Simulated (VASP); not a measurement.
A run of VASP 6.6.1 is set up as follows.

INCAR

```
PREC = Accurate
ENCUT = 520
EDIFF = 1E-7
ISMEAR = -1
SIGMA = 0.1
LREAL = F
LASPH = T
NELM = 80
ALGO = Normal
ISIF = 2
LWAVE = F
LCHARG = F
GGA = PE
NBANDS = 7
```

File KPOINTS:

```
Automatic mesh
0
Gamma
  18 18 18
```

The input POSCAR:

```
Mg
1.0
    0.0000000000      1.7916987739      1.7916987739
    1.7916987739      0.0000000000      1.7916987739
    1.7916987739      1.7916987739      0.0000000000
Mg
1
Direct
    0.0000000000      0.0000000000      0.0000000000
```

Potentials or basis: VASP PAW PBE potentials, release 64 (Mg).

Launch:

```sh
$ cat potpaw_PBE.64/Mg/POTCAR > POTCAR
$ mpirun -np 1 vasp_std > vasp.out
```

(1) What does it give for the pressure?

(2) Predict the band gap on the k mesh.

Answers

(1) 95.7 GPa.

(2) zero (band 1 reaches 9.12 eV, above the bottom of band 2 at 6.23 eV).
